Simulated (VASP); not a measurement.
# SnO in VASP: notebook

SnO is run at these levels: PBE+D3(BJ); tasks: single point.

Program: VASP 6.6.1. These are calculated values, not measurements. Logs are shortened: lines on timing, memory, paths and dates and some standing lists are left out, and cuts for length are marked.

## (1) The cell of the first run

The cell holds a slab with vacuum, 4 atoms: a = 3.836 Å, b = 3.836 Å, c = 30.632 Å, α = 90.00°, β = 90.00°, γ = 90.00°.

## (2) Single point, PBE+D3(BJ) (atoms taken out)

Contents of INCAR:

```
ALGO = Normal ; DIPOL = 0.5 0.5 0.500
EDIFF = 1E-6 ; ENCUT = 910
GGA = PE ; GGA_COMPAT = False
IDIPOL = 3 ; ISIF = 2
ISMEAR = 0 ; IVDW = 12
LASPH = True ; LCHARG = False
LDIPOL = True ; LREAL = False
LWAVE = False ; NBANDS = 28
NELM = 120 ; NELMDL = -8
PREC = Accurate ; SIGMA = 0.02
```

Contents of KPOINTS:

```
k-points
0
Gamma
  6 6 1
```

Contents of POSCAR:

```
SnO
1.0
    3.8363720850      0.0000000000      0.0000000000
    0.0000000000      3.8363720850      0.0000000000
    0.0000000000      0.0000000000     30.6319094493
Sn O
2 2
Direct
    0.5000000000      0.0000000000      0.4621970232
    0.0000000000      0.5000000000      0.5378029768
    0.0000000000      0.0000000000      0.5000000000
    0.5000000000      0.5000000000      0.5000000000
```

Potentials or basis: VASP PAW PBE potentials, release 64 (Sn_d, O_h).

On the command line:

```sh
$ cat potpaw_PBE.64/Sn_d/POTCAR potpaw_PBE.64/O_h/POTCAR > POTCAR
$ mpirun -np 1 vasp_std > vasp.out
```

OUTCAR:

```text
EDIFF = 1E-6
   ENCUT = 910
   GGA = PE
   ISIF = 2
   ISMEAR = 0
   IVDW = 12
   LASPH = True
   LREAL = False
   NELM = 120
   NELMDL = -8
   PREC = Accurate
 IVDW          = 12

 ion  position               nearest neighbor table
   1  0.500  0.000  0.462-   3 2.24   4 2.24   4 2.24   3 2.24   2 3.57   2 3.57   2 3.57   2 3.57

   2  0.000  0.500  0.538-   3 2.24   4 2.24   3 2.24   4 2.24   1 3.57   1 3.57   1 3.57   1 3.57

   3  0.000  0.000  0.500-   1 2.24   2 2.24   2 2.24   1 2.24
   4  0.500  0.500  0.500-   1 2.24   2 2.24   1 2.24   2 2.24

  LATTYP: Found a simple tetragonal cell.
 ALAT       =     3.8363720850
 C/A-ratio  =     7.9846033624

  Lattice vectors:

 A1 = (   3.8363720850,   0.0000000000,   0.0000000000)
 A2 = (   0.0000000000,   3.8363720850,   0.0000000000)
 A3 = (   0.0000000000,   0.0000000000,  30.6319094493)

Analysis of symmetry for initial positions (statically):
=====================================================================
 Subroutine PRICEL returns:
 Original cell was already a primitive cell.

 Routine SETGRP: Setting up the symmetry group for a
 simple tetragonal supercell.

 Subroutine GETGRP returns: Found 16 space group operations
 (whereof  8 operations were pure point group operations)
 out of a pool of 16 trial point group operations.

The static configuration has the point symmetry D_2d.
 The point group associated with its full space group is D_4h.

Analysis of symmetry for dynamics (positions and initial velocities):
=====================================================================
 Subroutine PRICEL returns:
 Original cell was already a primitive cell.

 Routine SETGRP: Setting up the symmetry group for a
 simple tetragonal supercell.

 Subroutine GETGRP returns: Found 16 space group operations
 (whereof  8 operations were pure point group operations)
 out of a pool of 16 trial point group operations.

The dynamic configuration has the point symmetry D_2d.
 The point group associated with its full space group is D_4h.

 Subroutine INISYM returns: Found 16 space group operations
 (whereof  8 operations are pure point group operations),
 and found     1 'primitive' translations

----------------------------------------------------------------------------------------

                                     Primitive cell

  volume of cell :     450.8328

  direct lattice vectors                    reciprocal lattice vectors
     3.836372085  0.000000000  0.000000000     0.260662933  0.000000000  0.000000000
     0.000000000  3.836372085  0.000000000     0.000000000  0.260662933  0.000000000
     0.000000000  0.000000000 30.631909449     0.000000000  0.000000000  0.032645696

  length of vectors
     3.836372085  3.836372085 30.631909449     0.260662933  0.260662933  0.032645696

  position of ions in fractional coordinates (direct lattice)
     0.500000000  0.000000000  0.462197023
     0.000000000  0.500000000  0.537802977
     0.000000000  0.000000000  0.500000000
     0.500000000  0.500000000  0.500000000

  ion indices of the primitive-cell ions
   primitive index   ion index
                 1           1
                 2           2
                 3           3
                 4           4

----------------------------------------------------------------------------------------

 KPOINTS: k-points

Automatic generation of k-mesh.
 Grid dimensions read from file:
 generate k-points for:    6    6    1

 Generating k-lattice:

  Cartesian coordinates                     Fractional coordinates (reciprocal lattice)
     0.043443822  0.000000000  0.000000000     0.166666667  0.000000000  0.000000000
     0.000000000  0.043443822  0.000000000     0.000000000  0.166666667  0.000000000
     0.000000000  0.000000000  0.032645696     0.000000000  0.000000000  1.000000000

  Length of vectors
     0.043443822  0.043443822  0.032645696

  Shift w.r.t. Gamma in fractional coordinates (k-lattice)
     0.000000000  0.000000000  0.000000000

 Subroutine IBZKPT returns following result:
 ===========================================

 Found     10 irreducible k-points:

 Following reciprocal coordinates:
            Coordinates               Weight
  0.000000  0.000000  0.000000      1.000000
  0.166667  0.000000  0.000000      4.000000
  0.333333  0.000000  0.000000      4.000000
  0.500000  0.000000  0.000000      2.000000
  0.166667  0.166667  0.000000      4.000000
  0.333333  0.166667  0.000000      8.000000
  0.500000  0.166667  0.000000      4.000000
  0.333333  0.333333  0.000000      4.000000
  0.500000  0.333333  0.000000      4.000000
  0.500000  0.500000  0.000000      1.000000
   k-points           NKPTS =     10   k-points in BZ     NKDIM =     10   number of bands    NBANDS=     28
   number of dos      NEDOS =    301   number of ions     NIONS =      4
   total plane-waves  NPLWV = 512000
   dimension x,y,z NGX =    40 NGY =   40 NGZ =  320
   dimension x,y,z NGXF=    80 NGYF=   80 NGZF=  640
   ions per type =               2   2
   NGX,Y,Z   is equivalent  to a cutoff of  17.33, 17.33, 17.37 a.u.
   NGXF,Y,Z  is equivalent  to a cutoff of  34.67, 34.67, 34.73 a.u.
 SYSTEM =  unknown system
   PREC   = accura    normal or accurate (medium, high low for compatibility)
   ISTART =      0    job   : 0-new  1-cont  2-samecut
   ICHARG =      2    charge: 1-file 2-atom 10-const
   ISPIN  =      1    spin polarized calculation?
   LNONCOLLINEAR =      F non collinear calculations
   LSORBIT =      F    spin-orbit coupling
   LASPH  =      T    aspherical Exc in radial PAW
   ENCUT  =  910.0 eV  66.88 Ry    8.18 a.u.   9.44  9.44 75.34*2*pi/ulx,y,z
   NELM   =    120;   NELMIN=  2; NELMDL= -8     # of ELM steps
   EDIFF  = 0.1E-05   stopping-criterion for ELM
   LREAL  =      F    real-space projection
   EDIFFG = 0.1E-04   stopping-criterion for IOM
   NSW    =      0    number of steps for IOM
   IBRION =     -1    ionic relax: 0-MD 1-quasi-New 2-CG
   NFREE  =      0    steps in history (QN), initial steepest desc. (CG)
   ISIF   =      2    stress and relaxation
   ISYM   =      2    0-nonsym 1-usesym 2-fastsym
   POTIM  = 0.5000    time-step for ionic-motion
   TEBEG  =    0.0;   TEEND  =   0.0 temperature during run
   PSTRESS=    0.0 pullay stress
   NELECT =      40.0000    total number of electrons
   NUPDOWN=      -1.0000    fix difference up-down
   EMIN   =  10.00;   EMAX   =-10.00  energy-range for DOS
   EFERMI =   0.00;   METHOD = LEGACY
   ISMEAR =     0;   SIGMA  =   0.02  broadening in eV -4-tet -1-fermi 0-gaus
   EFERMI_NEDOS =   21; number of points for ismear=-14 and -15
   IALGO  =     38    algorithm
   IMIX   =      4    mixing-type and parameters
     AMIX     =   0.40;   BMIX     =  1.00
     AMIX_MAG =   1.60;   BMIX_MAG =  1.00
  volume/ion in A,a.u.               =     112.71       760.59
  Fermi-wavevector in a.u.,A,eV,Ry     =   0.730168  1.379818  7.253889  0.533146
  Thomas-Fermi vector in A             =   1.822071
   LORBIT       =      0    0 simple, 1 ext, 2 COOP (PROOUT), +10 PAW based schemes
   GGA     = PE    functional components
   LHFCALC =     F    Hartree Fock is set to
   AEXX    =    0.0000 exact exchange contribution
   IVDW    =    12    specifies the selected vdW correction
   LEPSILON=     F    determine dielectric tensor
   LRPA    =     F    only Hartree local field effects (RPA)
 non-spin polarized calculation
 Gauss-broadening in eV      SIGMA  =   0.02
  energy-cutoff  :      910.00
  volume of cell :      450.83
 maximum number of plane-waves:     28199
 NGX is ok and might be reduce to    40
   NGX = 19   NGY = 19   NGZ =151

 dipolmoment           0.000000      0.000000      0.000000 electrons x Angstroem

 number of electron      39.9999992 magnetization

 dipolmoment           0.000000      0.000000     -0.000000 electrons x Angstroem

 Free energy of the ion-electron system (eV)
  ---------------------------------------------------
  ext. energy  EPLUGINS =         0.00000000
  ---------------------------------------------------
  free energy    TOTEN  =       -22.58446873 eV

  energy without entropy =      -22.58446873  energy(sigma->0) =      -22.58446873

 E-fermi :  -3.4579     XC(G=0):  -2.0871

 val. band max:       -3.5575323520   @ k =   0.1667   0.1667   0.0000
 cond. band min:      -0.5880625277   @ k =   0.0000   0.0000   0.0000
 fundamental gap:      2.9694698243
 Fermi energy:        -3.4578551043

 k-point     1 :       0.0000    0.0000    0.0000
  band No.  band energies     occupation
      1     -24.2212      2.00000
      2     -23.8303      2.00000
      3     -23.8039      2.00000
      4     -23.8039      2.00000
      5     -23.7812      2.00000
      6     -23.7581      2.00000
[... 20 lines left out ...]
     27       2.0329      0.00000
     28       2.2151      0.00000

 k-point     2 :       0.1667    0.0000    0.0000
  band No.  band energies     occupation
      1     -24.2087      2.00000
      2     -23.8458      2.00000
      3     -23.8056      2.00000
      4     -23.8008      2.00000
      5     -23.7953      2.00000
      6     -23.7877      2.00000
[... 20 lines left out ...]
     27       2.3094      0.00000
     28       2.4460      0.00000

 k-point     3 :       0.3333    0.0000    0.0000
  band No.  band energies     occupation
      1     -24.1728      2.00000
      2     -23.9876      2.00000
      3     -23.8091      2.00000
      4     -23.8004      2.00000
      5     -23.7918      2.00000
      6     -23.7857      2.00000
[... 20 lines left out ...]
     27       2.9116      0.00000
     28       3.1766      0.00000

 k-point     4 :       0.5000    0.0000    0.0000
  band No.  band energies     occupation
      1     -24.1048      2.00000
      2     -24.1048      2.00000
      3     -23.8087      2.00000
      4     -23.8087      2.00000
      5     -23.7828      2.00000
      6     -23.7828      2.00000
[... 20 lines left out ...]
     27       3.9535      0.00000
     28       3.9535      0.00000

 k-point     5 :       0.1667    0.1667    0.0000
  band No.  band energies     occupation
      1     -24.1986      2.00000
      2     -23.8916      2.00000
      3     -23.8148      2.00000
      4     -23.8049      2.00000
      5     -23.7995      2.00000
      6     -23.7809      2.00000
[... 20 lines left out ...]
     27       2.3430      0.00000
     28       2.6111      0.00000

 k-point     6 :       0.3333    0.1667    0.0000
  band No.  band energies     occupation
      1     -24.1704      2.00000
      2     -24.0156      2.00000
      3     -23.8052      2.00000
      4     -23.8013      2.00000
      5     -23.7920      2.00000
      6     -23.7839      2.00000
[... 20 lines left out ...]
     27       3.1187      0.00000
     28       3.1554      0.00000

 k-point     7 :       0.5000    0.1667    0.0000
  band No.  band energies     occupation
      1     -24.1147      2.00000
      2     -24.1147      2.00000
      3     -23.8049      2.00000
      4     -23.8049      2.00000
      5     -23.7828      2.00000
      6     -23.7828      2.00000
[... 20 lines left out ...]
     27       4.2901      0.00000
     28       4.2901      0.00000

 k-point     8 :       0.3333    0.3333    0.0000
  band No.  band energies     occupation
      1     -24.1639      2.00000
      2     -24.0831      2.00000
      3     -23.7978      2.00000
      4     -23.7926      2.00000
      5     -23.7870      2.00000
      6     -23.7823      2.00000
[... 20 lines left out ...]
     27       3.9762      0.00000
     28       3.9969      0.00000

 k-point     9 :       0.5000    0.3333    0.0000
  band No.  band energies     occupation
      1     -24.1397      2.00000
      2     -24.1397      2.00000
      3     -23.7982      2.00000
      4     -23.7982      2.00000
      5     -23.7753      2.00000
      6     -23.7753      2.00000
[... 20 lines left out ...]
     27       3.9523      0.00000
     28       3.9523      0.00000

 k-point    10 :       0.5000    0.5000    0.0000
  band No.  band energies     occupation
      1     -24.1539      2.00000
      2     -24.1539      2.00000
      3     -23.7999      2.00000
      4     -23.7999      2.00000
      5     -23.7650      2.00000
      6     -23.7650      2.00000
[... 20 lines left out ...]
     27       3.8869      0.00000
     28       3.8869      0.00000

------------------------ aborting loop because EDIFF is reached ----------------------------------------

 vacuum level on the upper side and lower side of the slab       (xc-potential included)        -0.006        -0.006

 Edisp (eV)   -0.54555

 E8    (eV) :    -0.2468

  FORCE on cell =-STRESS in cart. coord.  units (eV):
  Direction    XX          YY          ZZ          XY          YZ          ZX
  --------------------------------------------------------------------------------------
  -------------------------------------------------------------------------------------
  Total       0.19067     0.19067     0.86157     0.00000     0.00000     0.00000
  in kB       0.67761     0.67761     3.06187     0.00000     0.00000     0.00000
  external pressure =        1.47 kB  Pullay stress =        0.00 kB

 VOLUME and BASIS-vectors are now :
 -----------------------------------------------------------------------------
  energy-cutoff  :      910.00
  volume of cell :      450.83
      direct lattice vectors                 reciprocal lattice vectors
     3.836372085  0.000000000  0.000000000     0.260662933  0.000000000  0.000000000
     0.000000000  3.836372085  0.000000000     0.000000000  0.260662933  0.000000000
     0.000000000  0.000000000 30.631909449     0.000000000  0.000000000  0.032645696

 POSITION                                       TOTAL-FORCE (eV/Angst)
 -----------------------------------------------------------------------------------
      1.91819      0.00000     14.15798         0.000000      0.000000     -0.419765
      0.00000      1.91819     16.47393         0.000000      0.000000      0.419765
      0.00000      0.00000     15.31595         0.000000      0.000000      0.000000
      1.91819      1.91819     15.31595         0.000000      0.000000      0.000000
 -----------------------------------------------------------------------------------
    total drift:                               -0.000000      0.000000     -0.000000

  FREE ENERGIE OF THE ION-ELECTRON SYSTEM (eV)
  ---------------------------------------------------
  free  energy   TOTEN  =       -23.1300148863 eV

  energy  without entropy=      -23.1300148863  energy(sigma->0) =      -23.13001489

 vacuum level on the upper side and lower side of the slab         1.809         1.809
```

Wall time 10 min (1 thread of Intel Xeon Platinum 8259CL at 2.50GHz (Skylake/Cascade Lake), shared host); peak memory 1.1 GiB.

Results:

| Property | Result |
| --- | --- |
| Free energy | -23.1300 eV |
| Largest force | 0.420 eV/Å |
| Band gap on the k mesh | 2.97 eV (least direct gap 3.01 eV) |
| Dispersion energy per atom | -0.136 eV |

Forces on the atoms (eV/Å):
```
Sn   0.000  0.000 -0.420
Sn   0.000  0.000  0.420
O    0.000  0.000  0.000
O    0.000  0.000  0.000
```

Levels at points of the mesh, in eV from the valence-band top:
| k point | band 18 | band 19 | band 20 | band 21 | band 22 | band 23 |
| --- | --- | --- | --- | --- | --- | --- |
| (0.00, 0.00, 0.00) | -1.87 | -1.87 | -0.04 | 2.97 | 3.00 | 5.18 |
| (0.50, 0.00, 0.00) | -3.48 | -0.53 | -0.53 | 3.23 | 3.23 | 5.69 |
| (0.50, 0.50, 0.00) | -1.21 | -0.68 | -0.68 | 3.13 | 3.13 | 5.26 |

Caveat: the cell differs from its parent crystal (atoms taken out); the cutoff is under 1.25 times the usual one of these potentials, so pressure, stress and relaxed cells hold a basis-set (Pulay) error; spin-orbit coupling is left out, which moves the levels of the heavy elements.

## (3) Single point, PBE+D3(BJ), collinear spin, ferromagnetic start

This run uses another cell than the first one.

Contents of INCAR:

```
PREC     = Accurate       # precision mode
ENCUT    = 520            # plane-wave cutoff, eV
EDIFF    = 1E-6           # SCF threshold, eV
ISMEAR   = 0              # smearing method
SIGMA    = 0.02           # smearing width, eV
LREAL    = False          # projectors in reciprocal space
LASPH    = True           # aspherical terms in the spheres
NELM     = 150            # most SCF steps
ALGO     = Normal         # electronic algorithm
ISIF     = 2              # what is computed and relaxed
LWAVE    = False          # write WAVECAR
LCHARG   = False          # write CHGCAR
ISPIN    = 2              # spin polarisation
MAGMOM   = 3 2 2 1        # initial moments
LORBIT   = 11             # projections on sites
LDIPOL   = True         
IDIPOL   = 3            
DIPOL    = 0.5 0.5 0.500
GGA      = PE             # functional
IVDW     = 12             # dispersion correction
NBANDS   = 32             # bands
```

Contents of KPOINTS:

```
Automatic mesh
0
Gamma
  6 6 1
  0.5 0.5 0
```

Contents of POSCAR:

```
SnO
1.0
    3.8202125802      0.0000000000      0.0000000000
    0.0000000000      3.8202125816      0.0000000000
    0.0000000000      0.0000000000     30.6319094627
Sn O
2 2
Direct
    0.5000000000      0.0000000000      0.4614290125
    0.0000000000      0.5000000000      0.5385709673
    0.0000000000      0.0000000000      0.5000000101
    0.5000000000      0.5000000000      0.5000000101
```

Potentials or basis: VASP PAW PBE potentials, release 64 (Sn_d, O).

On the command line:

```sh
$ cat potpaw_PBE.64/Sn_d/POTCAR potpaw_PBE.64/O/POTCAR > POTCAR
$ mpirun -np 1 vasp_std > vasp.out
```

Wall time 8.6 min (1 thread of Intel Xeon 6975P-C (Granite Rapids), shared host); peak memory 0.68 GiB.

It converged, with:

```
Free energy                                           : -23.1265 eV
Largest force                                         : 0.098 eV/Å
Band gap on the k mesh                                : 3.05 eV (least direct gap 3.44 eV)
Net moment                                            : 0.00 μB per cell
Valence electrons inside the program's atomic spheres : Sn 12.10; O 5.01
Dispersion energy per atom                            : -0.137 eV
```

Forces in eV/Å, atoms in the order of the input:
```
Sn   0.000  0.000 -0.098
Sn   0.000  0.000  0.098
O    0.000  0.000  0.000
O    0.000  0.000  0.000
```

Levels at points of the mesh, in eV from the valence-band top:
Spin up:
| k point | band 17 | band 18 | band 19 | band 20 | band 21 | band 22 | band 23 | band 24 |
| --- | --- | --- | --- | --- | --- | --- | --- | --- |
| (0.08, 0.08, 0.00) | -2.26 | -1.80 | -1.59 | -0.02 | 3.42 | 3.44 | 5.07 | 5.37 |
Spin down:
```
           k point  band 17  band 18  band 19  band 20  band 21  band 22  band 23  band 24
(0.08, 0.08, 0.00)    -2.26    -1.80    -1.59    -0.02     3.42     3.44     5.07     5.37
```

Caveat: spin-orbit coupling is left out, which moves the levels of the heavy elements.

(Continued in part 2 of 2.)
